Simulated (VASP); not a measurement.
Cs2ZnCl4O2, 9 atoms in the cell. Symmetry: C2/m, No. 12, monoclinic system. The conventional cell has a = 11.357 Å, b = 7.517 Å, c = 5.490 Å, α = 90.00°, β = 94.96°, γ = 90.00°. Zn (site symmetry 2/m) has 2 O at 1.80 Å within 2.4 Å. Cs (site symmetry m) has 1 O at 2.76 Å and 6 Cl at 3.41 to 3.45 Å within 3.6 Å. Within 3.5 Å of Cl (site symmetry 1) lie 1 Zn at 2.51 Å and 2 Cl at 2.60 to 3.31 Å and 2 O at 2.69 to 3.44 Å and 3 Cs at 3.41 to 3.45 Å. O (site symmetry m) has 1 Zn at 1.80 Å within 2.4 Å. 

* Program: VASP 6.6.1
* Task: single point
* Functional: r2SCAN
* Potentials or basis: VASP PAW PBE potentials, release 64 (Zn, Cs_sv, Cl, O)
* Cutoff: 520 eV
* k mesh: 3 × 3 × 4
* Occupations: fermi-dirac, width 0.1 eV
* Spin: no spin polarisation
* Dipole correction: no
* Further INCAR settings: ALGO = Normal; EDIFF = 1e-06; NBANDS = 45

Potentials or basis: VASP PAW PBE potentials, release 64 (Zn, Cs_sv, Cl, O).

The run is started by

```bash
$ cat potpaw_PBE.64/Zn/POTCAR potpaw_PBE.64/Cs_sv/POTCAR potpaw_PBE.64/Cl/POTCAR potpaw_PBE.64/O/POTCAR > POTCAR
$ cp INCAR.step1 INCAR
$ mpirun -np 1 vasp_std > vasp.out
$ cp INCAR.step2 INCAR
$ mpirun -np 1 vasp_std > vasp.out
```

Hardware: 1 thread of Intel Xeon 8259CL, with other jobs on the host.

Question: Estimate the wall time of this run.

Answer: It took 20 min on 1 thread of Intel Xeon 8259CL, with other jobs on the host, peak memory 0.48 GiB. Counts: k points 14.
